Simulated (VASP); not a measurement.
# Ir (P-1) in VASP: relaxation of cell and atoms with r2SCAN

Aim: the relaxation of cell and atoms of Ir with r2SCAN.

All numbers are computed with VASP 6.6.1; they aren't measurements. Logs are shortened: lines on timing, memory, paths and dates and some standing lists are left out, and cuts for length are marked.

## Step 1: The cell of the first run

The typed cell holds 1 atom: a = 2.542 Å, b = 2.611 Å, c = 2.995 Å, α = 58.28°, β = 61.38°, γ = 59.90°.

## Step 2: Relaxation of cell and atoms, r2SCAN, target pressure 5 GPa, at which the enthalpy is minimised

Input file POSCAR:

```
Ir
1.0
    0.0644692700      1.8373557400      1.7560488600
    1.9418131400      0.0774349900      1.7430831500
    2.1728248700      2.0554017600     -0.1535767500
Ir
1
Direct
    0.0000000000      0.0000000000      0.0000000000
```

Input file INCAR.step1:

```
SYSTEM = Ir
PREC = Accurate
ENCUT = 600
ISMEAR = -1
SIGMA = 0.05
LREAL = .FALSE.
LASPH = .TRUE.
NELM = 60
GGA = PE
ALGO = Normal
EDIFF = 1E-4
LWAVE = .TRUE.
LCHARG = .FALSE.
```

Input file INCAR.step2:

```
SYSTEM = Ir
PREC = Accurate
ENCUT = 600
EDIFF = 1E-6
ISMEAR = -1
SIGMA = 0.05
LREAL = .FALSE.
LASPH = .TRUE.
NELM = 60
ALGO = Normal
ISIF = 3
LWAVE = .FALSE.
LCHARG = .FALSE.
METAGGA = R2SCAN
LMIXTAU = .TRUE.
IBRION = 2
NSW = 60
EDIFFG = -0.01
PSTRESS = 50.0
ISTART = 1
```

Input file KPOINTS:

```
regular mesh
0
G
  12 13 11
  0 0 0
```

Potentials or basis: VASP PAW PBE potentials, release 64 (Ir).

Launch:

```
cat potpaw_PBE.64/Ir/POTCAR > POTCAR
cp INCAR.step1 INCAR
mpirun -np 1 vasp_std > vasp.out
cp INCAR.step2 INCAR
mpirun -np 1 vasp_std > vasp.out
```

OUTCAR:

```text
SYSTEM = Ir
   PREC = Accurate
   ENCUT = 600
   EDIFF = 1E-6
   ISMEAR = -1
   LREAL = .FALSE.
   LASPH = .TRUE.
   NELM = 60
   ISIF = 3
   METAGGA = R2SCAN
   IBRION = 2
   NSW = 60
   EDIFFG = -0.01
   PSTRESS = 50.0
   ISTART = 1

 ion  position               nearest neighbor table
   1  0.000  0.000  0.000-

  LATTYP: Found a triclinic cell.
 ALAT       =     2.7500977690
 B/A-ratio  =     2.2832312854
 C/A-ratio  =     1.0374029019
 COS(alpha) =     0.0088672219
 COS(beta)  =     0.5786771390
 COS(gamma) =     0.7696309043

  Lattice vectors:

 A1 = (  -0.2310117300,  -1.9779667700,   1.8966599000)
 A2 = (   3.5881452800,  -3.6604525300,   3.6267773400)
 A3 = (  -2.1083556000,  -0.2180460200,   1.9096256100)

Analysis of symmetry for initial positions (statically):
=====================================================================
 Subroutine PRICEL returns:
 Original cell was already a primitive cell.

 Routine SETGRP: Setting up the symmetry group for a
 triclinic supercell.

 Subroutine GETGRP returns: Found  2 space group operations
 (whereof  2 operations were pure point group operations)
 out of a pool of  2 trial point group operations.

The static configuration has the point symmetry S_2 .

Analysis of symmetry for dynamics (positions and initial velocities):
=====================================================================
 Subroutine PRICEL returns:
 Original cell was already a primitive cell.

 Routine SETGRP: Setting up the symmetry group for a
 triclinic supercell.

 Subroutine GETGRP returns: Found  2 space group operations
 (whereof  2 operations were pure point group operations)
 out of a pool of  2 trial point group operations.

The dynamic configuration has the point symmetry S_2 .

 Subroutine INISYM returns: Found  2 space group operations
 (whereof  2 operations are pure point group operations),
 and found     1 'primitive' translations

----------------------------------------------------------------------------------------

                                     Primitive cell

  volume of cell :      13.9883

  direct lattice vectors                    reciprocal lattice vectors
     0.064469270  1.837355740  1.756048860    -0.256973762  0.292074744  0.273296327
     1.941813140  0.077434990  1.743083150     0.278200963 -0.273477489  0.275926275
     2.172824870  2.055401760 -0.153576750     0.219231946  0.235735674 -0.254699073

  length of vectors
     2.542388641  2.610550386  2.994900688     0.475430387  0.477829490  0.410494302

  position of ions in fractional coordinates (direct lattice)
     0.000000000  0.000000000  0.000000000

  ion indices of the primitive-cell ions
   primitive index   ion index
                 1           1

----------------------------------------------------------------------------------------

 KPOINTS: regular mesh

Automatic generation of k-mesh.
 Grid dimensions read from file:
 generate k-points for:   12   13   11

 Generating k-lattice:

  Cartesian coordinates                     Fractional coordinates (reciprocal lattice)
    -0.021414480  0.024339562  0.022774694     0.083333333  0.000000000  0.000000000
     0.021400074 -0.021036730  0.021225098    -0.000000000  0.076923077 -0.000000000
     0.019930177  0.021430516 -0.023154461    -0.000000000  0.000000000  0.090909091

  Length of vectors
     0.039619199  0.036756115  0.037317664

  Shift w.r.t. Gamma in fractional coordinates (k-lattice)
     0.000000000  0.000000000  0.000000000

 Subroutine IBZKPT returns following result:
 ===========================================

 Found    859 irreducible k-points:

 Following reciprocal coordinates:
            Coordinates               Weight
  0.000000  0.000000  0.000000      1.000000
  0.083333  0.000000 -0.000000      2.000000
  0.166667 -0.000000 -0.000000      2.000000
  0.250000  0.000000  0.000000      2.000000
  0.333333  0.000000  0.000000      2.000000
  0.416667  0.000000 -0.000000      2.000000
[... 16 lines left out ...]
  0.250000  0.153846  0.000000      2.000000
  0.333333  0.153846 -0.000000      2.000000
 [... further k-points ...]
   k-points           NKPTS =    859   k-points in BZ     NKDIM =    859   number of bands    NBANDS=      8
   number of dos      NEDOS =    301   number of ions     NIONS =      1
   total plane-waves  NPLWV =  11520
   dimension x,y,z NGX =    20 NGY =   24 NGZ =   24
   dimension x,y,z NGXF=    40 NGYF=   48 NGZF=   48
   ions per type =               1
   NGX,Y,Z   is equivalent  to a cutoff of  13.08, 15.28, 13.32 a.u.
   NGXF,Y,Z  is equivalent  to a cutoff of  26.16, 30.57, 26.64 a.u.
 SYSTEM =  Ir
   PREC   = accura    normal or accurate (medium, high low for compatibility)
   ISTART =      1    job   : 0-new  1-cont  2-samecut
   ICHARG =      0    charge: 1-file 2-atom 10-const
   ISPIN  =      1    spin polarized calculation?
   LNONCOLLINEAR =      F non collinear calculations
   LSORBIT =      F    spin-orbit coupling
   LASPH  =      T    aspherical Exc in radial PAW
   ENCUT  =  600.0 eV  44.10 Ry    6.64 a.u.   5.08  5.21  5.98*2*pi/ulx,y,z
   NELM   =     60;   NELMIN=  2; NELMDL=  0     # of ELM steps
   EDIFF  = 0.1E-05   stopping-criterion for ELM
   LREAL  =      F    real-space projection
   EDIFFG = -.1E-01   stopping-criterion for IOM
   NSW    =     60    number of steps for IOM
   IBRION =      2    ionic relax: 0-MD 1-quasi-New 2-CG
   NFREE  =      1    steps in history (QN), initial steepest desc. (CG)
   ISIF   =      3    stress and relaxation
   ISYM   =      2    0-nonsym 1-usesym 2-fastsym
   POTIM  = 0.5000    time-step for ionic-motion
   TEBEG  =    0.0;   TEEND  =   0.0 temperature during run
   PSTRESS=   50.0 pullay stress
   NELECT =       9.0000    total number of electrons
   NUPDOWN=      -1.0000    fix difference up-down
   EMIN   =  10.00;   EMAX   =-10.00  energy-range for DOS
   EFERMI =   0.00;   METHOD = LEGACY
   ISMEAR =    -1;   SIGMA  =   0.05  broadening in eV -4-tet -1-fermi 0-gaus
   EFERMI_NEDOS =   21; number of points for ismear=-14 and -15
   IALGO  =     38    algorithm
   IMIX   =      4    mixing-type and parameters
     AMIX     =   0.40;   BMIX     =  1.00
     AMIX_MAG =   1.60;   BMIX_MAG =  1.00
  volume/ion in A,a.u.               =      13.99        94.40
  Fermi-wavevector in a.u.,A,eV,Ry     =   1.413299  2.670747 27.176453  1.997413
  Thomas-Fermi vector in A             =   2.534959
   LORBIT       =      0    0 simple, 1 ext, 2 COOP (PROOUT), +10 PAW based schemes
   METAGGA = R2SCAN    functional components
   LHFCALC =     F    Hartree Fock is set to
   AEXX    =    0.0000 exact exchange contribution
   IVDW    =     0    specifies the selected vdW correction
   LEPSILON=     F    determine dielectric tensor
   LRPA    =     F    only Hartree local field effects (RPA)
 conjugate gradient relaxation of ions
 non-spin polarized calculation
  energy-cutoff  :      600.00
  volume of cell :       13.99
 maximum number of plane-waves:       479
   NGX = 11   NGY = 11   NGZ = 11

--------------------------------------- Ionic step        1  -------------------------------------------

 number of electron       9.0000001 magnetization

 Free energy of the ion-electron system (eV)
  ---------------------------------------------------
  ext. energy  EPLUGINS =         0.00000000
  ---------------------------------------------------
  free energy    TOTEN  =       -51.92147920 eV

  energy without entropy =      -51.91159406  energy(sigma->0) =      -51.91653663

------------------------ aborting loop because EDIFF is reached ----------------------------------------

  FORCE on cell =-STRESS in cart. coord.  units (eV):
  Direction    XX          YY          ZZ          XY          YZ          ZX
  --------------------------------------------------------------------------------------
  -------------------------------------------------------------------------------------
  Total        1.1453139      2.8021703      2.4362044     -2.2575232      2.1144496      1.8440479
  in kB      131.1806835    320.9518511    279.0352668   -258.5696783    242.1824652    211.2115059
  external PRESSURE =     193.7226005 kB  Pullay stress =      50.0000000 kB
[... 94 lines left out ...]
  energy  without entropy=      -52.2163249621  energy(sigma->0) =      -52.22048715

  enthalpy is  TOTEN    =       -51.7495425581 eV   P V=        0.4751067771

 E-fermi :   9.8369     XC(G=0): -15.1979

 val. band max:        9.8332882807   @ k =   0.1667  -0.1538   0.0909
 cond. band min:       9.8375708756   @ k =   0.1667  -0.0000   0.3636
 fundamental gap:      0.0042825950
 Fermi energy:         9.8368511424

 k-point     1 :       0.0000    0.0000    0.0000
  band No.  band energies     occupation
      1      -1.4697      2.00000
      2       5.8461      2.00000
      3       6.0100      2.00000
      4       6.0372      2.00000
      5       8.5314      2.00000
      6       8.6596      2.00000
      7      24.9913      0.00000
      8      30.4697      0.00000
[... 243 lines left out ...]
 k-point    24 :       0.3333    0.1538   -0.0000
  band No.  band energies     occupation
      1       1.9240      2.00000
      2       4.5691      2.00000
      3       5.9377      2.00000
      4       7.1566      2.00000
      5       9.2314      1.99999
      6       9.9957      0.08013
      7      23.9805      0.00000
      8      27.9724      0.00000

 [... further k-points ...]

[... ionic steps 4 to 11 ...]

--------------------------------------- Ionic step       12  -------------------------------------------

 number of electron       9.0000000 magnetization

------------------------ aborting loop because EDIFF is reached ----------------------------------------
[... 69 lines left out ...]
--------------------------------------- Ionic step       14  -------------------------------------------

 number of electron       9.0000000 magnetization

 Free energy of the ion-electron system (eV)
  ---------------------------------------------------
  ext. energy  EPLUGINS =         0.00000000
  ---------------------------------------------------
  free energy    TOTEN  =       -52.36426769 eV

  energy without entropy =      -52.35632892  energy(sigma->0) =      -52.36029830

 E-fermi :  10.2059     XC(G=0): -15.3442

 val. band max:       10.2021024034   @ k =   0.5000   0.3846   0.2727
 cond. band min:      10.2059183828   @ k =   0.0833   0.4615   0.1818
 fundamental gap:      0.0038159795
 Fermi energy:        10.2058500189

 k-point     1 :       0.0000    0.0000    0.0000
  band No.  band energies     occupation
      1      -1.3395      2.00000
      2       6.1711      2.00000
      3       6.2046      2.00000
      4       6.2272      2.00000
      5       8.9152      2.00000
      6       8.9314      2.00000
      7      25.3118      0.00000
      8      31.1125      0.00000
[... 243 lines left out ...]
 k-point    24 :       0.3333    0.1538   -0.0000
  band No.  band energies     occupation
      1       2.1184      2.00000
      2       4.7758      2.00000
      3       6.2296      2.00000
      4       7.3623      2.00000
      5       9.5775      1.99999
      6      10.3613      0.08541
      7      24.4995      0.00000
      8      28.4873      0.00000

 [... further k-points ...]
[... 5 lines left out ...]
  --------------------------------------------------------------------------------------
  -------------------------------------------------------------------------------------
  Total        0.4461948      0.4410215      0.4363426     -0.0033299      0.0057975      0.0098300
  in kB       50.6421880     50.0550285     49.5239762     -0.3779384      0.6580064      1.1156843
  external PRESSURE =       0.0737309 kB  Pullay stress =      50.0000000 kB
[... 20 lines left out ...]
  energy  without entropy=      -52.3563289221  energy(sigma->0) =      -52.36029830

  enthalpy is  TOTEN    =       -51.9237309890 eV   P V=        0.4405366979

 reached required accuracy - stopping structural energy minimisation
```

It took 30 min on 1 thread of Intel Xeon 6975P-C (Granite Rapids), shared host; peak memory 0.28 GiB.

Results:

```yaml
Free_energy: -52.3643 eV
Relaxed_volume: 14.12 Å³/atom
Relaxed_cell: a = 2.712 Å, b = 2.710 Å, c = 2.718 Å, α = 59.95°, β = 60.00°, γ = 59.95°
Space_group_after_relaxing_to_0.1_Å: Fm-3m (No. 225)
Energy_change_on_relaxing_the_run_minimises_the_enthalpy: -442.8 meV/atom
Ionic_steps: 14
Pressure_after_relaxing: 5.0 GPa
Band_gap_on_the_k_mesh: zero (an odd number of electrons rules out a gap without spin polarisation)
```

Step by step:
```csv
step,energy change (eV),largest force (eV/Å),pressure (GPa),volume (Å³)
1,0.0000,0.0000,24.37,13.99
2,0.2321,0.0000,-35.96,17.19
3,-0.3032,0.0000,-17.76,15.22
4,-0.3017,0.0000,-15.02,15.10
5,0.3243,0.0000,70.75,12.83
6,-0.4123,0.0000,-2.72,14.44
7,-0.4137,0.0000,-0.14,14.34
8,-0.4129,0.0000,1.07,14.29
9,-0.3973,0.0000,19.50,13.67
10,-0.4345,0.0000,9.32,13.97
11,-0.4424,0.0000,-3.00,14.42
12,-0.4431,0.0000,4.45,14.14
13,-0.4426,0.0000,5.20,14.11
14,-0.4428,0.0000,5.01,14.12
```

Final structure:
```
Ir
1.0
    -0.00276    1.91530    1.92041
     1.91228   -0.00059    1.92013
     1.92301    1.92101    0.00620
Ir
1
Direct
  0.00000 0.00000 0.00000
```

Caveat: the cell is relaxed towards a set pressure, so the run minimises the enthalpy, not the energy; the PAW data sets were made with another functional, which shifts forces and pressure a little; spin-orbit coupling is left out, which moves the levels of the heavy elements. Zero-point motion and thermal expansion aren't in these numbers.
